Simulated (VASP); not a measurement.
# Li (Im-3m) in VASP: notebook

Runs on Li. Level: LDA. Tasks: single point, relaxation of volume and atoms at fixed shape.

All numbers are computed with VASP 6.6.1; they aren't measurements. Logs are shortened: lines on timing, memory, paths and dates and some standing lists are left out, and cuts for length are marked.

## 1. The cell of the first run

Symmetry: Im-3m, No. 229, cubic system. The conventional cell has a = 3.364 Å, b = 3.364 Å, c = 3.364 Å, α = 90.00°, β = 90.00°, γ = 90.00°. Li (site symmetry m-3m) has 14 Li at 2.91 to 3.36 Å within 3.8 Å.

## 2. Single point, LDA

File INCAR:

```
PREC = Accurate
ENCUT = 520
EDIFF = 1E-6
ISMEAR = 1
SIGMA = 0.02
LREAL = False
LASPH = True
NELM = 100
ALGO = Normal
ISIF = 2
LWAVE = False
LCHARG = False
NBANDS = 8
```

File KPOINTS:

```
Automatic mesh
0
Gamma
  9 9 9
```

File POSCAR:

```
Li
1.0
   -1.6818289849      1.6818289849      1.6818289849
    1.6818289849     -1.6818289849      1.6818289849
    1.6818289849      1.6818289849     -1.6818289849
Li
1
Direct
    0.0000000000      0.0000000000      0.0000000000
```

Potentials or basis: VASP PAW LDA potentials, release 64 (Li_sv).

Run with:

```bash
cat potpaw_LDA.64/Li_sv/POTCAR > POTCAR
mpirun -np 1 vasp_std > vasp.out
```

OUTCAR:

```text
PREC = Accurate
   ENCUT = 520
   EDIFF = 1E-6
   ISMEAR = 1
   LREAL = False
   LASPH = True
   NELM = 100
   ISIF = 2

 ion  position               nearest neighbor table
   1  0.000  0.000  0.000-

  LATTYP: Found a body centered cubic cell.
 ALAT       =     3.3636579698

  Lattice vectors:

 A1 = (  -1.6818289849,   1.6818289849,   1.6818289849)
 A2 = (   1.6818289849,  -1.6818289849,   1.6818289849)
 A3 = (   1.6818289849,   1.6818289849,  -1.6818289849)

Analysis of symmetry for initial positions (statically):
=====================================================================
 Subroutine PRICEL returns:
 Original cell was already a primitive cell.

 Routine SETGRP: Setting up the symmetry group for a
 body centered cubic supercell.

 Subroutine GETGRP returns: Found 48 space group operations
 (whereof 48 operations were pure point group operations)
 out of a pool of 48 trial point group operations.

The static configuration has the point symmetry O_h .

Analysis of symmetry for dynamics (positions and initial velocities):
=====================================================================
 Subroutine PRICEL returns:
 Original cell was already a primitive cell.

 Routine SETGRP: Setting up the symmetry group for a
 body centered cubic supercell.

 Subroutine GETGRP returns: Found 48 space group operations
 (whereof 48 operations were pure point group operations)
 out of a pool of 48 trial point group operations.

The dynamic configuration has the point symmetry O_h .

 Subroutine INISYM returns: Found 48 space group operations
 (whereof 48 operations are pure point group operations),
 and found     1 'primitive' translations

----------------------------------------------------------------------------------------

                                     Primitive cell

  volume of cell :      19.0285

  direct lattice vectors                    reciprocal lattice vectors
    -1.681828985  1.681828985  1.681828985     0.000000000  0.297295388  0.297295388
     1.681828985 -1.681828985  1.681828985     0.297295388  0.000000000  0.297295388
     1.681828985  1.681828985 -1.681828985     0.297295388  0.297295388  0.000000000

  length of vectors
     2.913013251  2.913013251  2.913013251     0.420439169  0.420439169  0.420439169

  position of ions in fractional coordinates (direct lattice)
     0.000000000  0.000000000  0.000000000

  ion indices of the primitive-cell ions
[... 76 lines left out ...]
   EDIFFG = 0.1E-04   stopping-criterion for IOM
   NSW    =      0    number of steps for IOM
   IBRION =     -1    ionic relax: 0-MD 1-quasi-New 2-CG
   NFREE  =      0    steps in history (QN), initial steepest desc. (CG)
   ISIF   =      2    stress and relaxation
   ISYM   =      2    0-nonsym 1-usesym 2-fastsym
   POTIM  = 0.5000    time-step for ionic-motion
   TEBEG  =    0.0;   TEEND  =   0.0 temperature during run
   PSTRESS=    0.0 pullay stress
   NELECT =       3.0000    total number of electrons
   NUPDOWN=      -1.0000    fix difference up-down
   EMIN   =  10.00;   EMAX   =-10.00  energy-range for DOS
   EFERMI =   0.00;   METHOD = LEGACY
   ISMEAR =     1;   SIGMA  =   0.02  broadening in eV -4-tet -1-fermi 0-gaus
   EFERMI_NEDOS =   21; number of points for ismear=-14 and -15
   IALGO  =     38    algorithm
   IMIX   =      4    mixing-type and parameters
     AMIX     =   0.40;   BMIX     =  1.00
     AMIX_MAG =   1.60;   BMIX_MAG =  1.00
  volume/ion in A,a.u.               =      19.03       128.41
  Fermi-wavevector in a.u.,A,eV,Ry     =   0.884396  1.671266 10.641881  0.782156
  Thomas-Fermi vector in A             =   2.005290
   LORBIT       =      0    0 simple, 1 ext, 2 COOP (PROOUT), +10 PAW based schemes
   GGA     = CA    functional components
   LHFCALC =     F    Hartree Fock is set to
   AEXX    =    0.0000 exact exchange contribution
   IVDW    =     0    specifies the selected vdW correction
   LEPSILON=     F    determine dielectric tensor
   LRPA    =     F    only Hartree local field effects (RPA)
 non-spin polarized calculation
 Methfessel and Paxton  Order N= 1 SIGMA  =   0.02
  energy-cutoff  :      520.00
  volume of cell :       19.03
 maximum number of plane-waves:       531
 NGX is ok and might be reduce to    24
   NGX = 11   NGY = 11   NGZ = 11

 number of electron       3.0000006 magnetization

 Free energy of the ion-electron system (eV)
  ---------------------------------------------------
  ext. energy  EPLUGINS =         0.00000000
  ---------------------------------------------------
  free energy    TOTEN  =        -2.04548256 eV

  energy without entropy =       -2.04514945  energy(sigma->0) =       -2.04537152

 E-fermi :   0.7424     XC(G=0):  -7.3054

 val. band max:        0.7386202341   @ k =  -0.3333   0.4444   0.1111
 cond. band min:       0.9711633049   @ k =  -0.4444   0.4444   0.1111
 fundamental gap:      0.2325430707
 Fermi energy:         0.7423858937

 k-point     1 :       0.0000    0.0000    0.0000
  band No.  band energies     occupation
      1     -44.7428      2.00000
      2      -2.7884      2.00000
      3      15.7887      0.00000
      4      15.7887      0.00000
      5      15.7887      0.00000
      6      20.9479      0.00000
      7      20.9479      0.00000
      8      20.9479      0.00000
[... 243 lines left out ...]
 k-point    24 :      -0.4444   -0.4444    0.1111
  band No.  band energies     occupation
      1     -44.7105      2.00000
      2       1.8786      0.00000
      3       4.4047      0.00000
      4       8.5714      0.00000
      5      13.3180      0.00000
      6      16.5723      0.00000
      7      19.5208      0.00000
      8      19.5730      0.00000

 [... further k-points ...]

------------------------ aborting loop because EDIFF is reached ----------------------------------------

  FORCE on cell =-STRESS in cart. coord.  units (eV):
  Direction    XX          YY          ZZ          XY          YZ          ZX
  --------------------------------------------------------------------------------------
  -------------------------------------------------------------------------------------
  Total       -0.0149304     -0.0149304     -0.0149304      0.0000000      0.0000000     -0.0000000
  in kB       -1.2571197     -1.2571197     -1.2571197      0.0000000      0.0000000     -0.0000000
  external PRESSURE =      -1.2571197 kB  Pullay stress =       0.0000000 kB

 VOLUME and BASIS-vectors are now :
 -----------------------------------------------------------------------------
  energy-cutoff  :      520.00
  volume of cell :       19.03
      direct lattice vectors                 reciprocal lattice vectors
    -1.681828985  1.681828985  1.681828985     0.000000000  0.297295388  0.297295388
     1.681828985 -1.681828985  1.681828985     0.297295388  0.000000000  0.297295388
     1.681828985  1.681828985 -1.681828985     0.297295388  0.297295388  0.000000000

 POSITION                                       TOTAL-FORCE (eV/Angst)
 -----------------------------------------------------------------------------------
      0.00000      0.00000      0.00000        -0.000000     -0.000000      0.000000
 -----------------------------------------------------------------------------------
    total drift:                                0.000000      0.000000     -0.000000

  FREE ENERGIE OF THE ION-ELECTRON SYSTEM (eV)
  ---------------------------------------------------
  free  energy   TOTEN  =        -2.0454825623 eV

  energy  without entropy=       -2.0451494488  energy(sigma->0) =       -2.04537152
```

OSZICAR:

```text
N       E                     dE             d eps       ncg     rms          rms(c)
DAV:   1    -0.414845294053E-01   -0.41485E-01   -0.73564E+02   560   0.258E+02
DAV:   2    -0.202572729379E+01   -0.19842E+01   -0.19669E+01   824   0.365E+01
DAV:   3    -0.204625287878E+01   -0.20526E-01   -0.20526E-01   584   0.318E+00
DAV:   4    -0.204666519127E+01   -0.41231E-03   -0.41231E-03   832   0.358E-01
DAV:   5    -0.204667270005E+01   -0.75088E-05   -0.75088E-05   608   0.260E-02    0.193E-01
DAV:   6    -0.204585250417E+01    0.82020E-03   -0.42767E-04   904   0.813E-02    0.112E-01
DAV:   7    -0.204548058504E+01    0.37192E-03   -0.95532E-04   856   0.123E-01    0.315E-02
DAV:   8    -0.204548230175E+01   -0.17167E-05   -0.16009E-05   600   0.356E-02    0.123E-03
DAV:   9    -0.204548256227E+01   -0.26052E-06   -0.84587E-07   504   0.767E-03
   1 F= -.20454826E+01 E0= -.20453715E+01  d E =-.333113E-03
```

stdout:

```text
POSCAR found type information on POSCAR Li
 POSCAR found :  1 types and       1 ions
 scaLAPACK will be used
 LDA part: xc-table for (Slater(with rela. corr.)+CA(PZ))
 , standard interpolation
 POSCAR, INCAR and KPOINTS ok, starting setup
 FFT: planning ... GRIDC
 FFT: planning ... GRID_SOFT
 FFT: planning ... GRID
 WAVECAR not read
 entering main loop
```

It took 3.1 s on 1 thread of Intel Xeon Platinum 8259CL at 2.50GHz (Skylake/Cascade Lake), shared host; peak memory 0.11 GiB.

What came out:

- Free energy: -2.0455 eV
- Band gap on the k mesh: zero (an odd number of electrons rules out a gap without spin polarisation)

Levels at points of the mesh, in eV from the Fermi level:
| k point | band 1 | band 2 | band 3 | band 4 | band 5 | band 6 | band 7 |
| --- | --- | --- | --- | --- | --- | --- | --- |
| (0.00, 0.00, 0.00) | -45.49 | -3.53 | 15.05 | 15.05 | 15.05 | 20.21 | 20.21 |

Caveat: the cutoff is under 1.25 times the usual one of these potentials, so pressure, stress and relaxed cells hold a basis-set (Pulay) error.

(Continued in part 2 of 2.)

The gap in the log of VASP goes by the Fermi energy; the results here count the filled bands.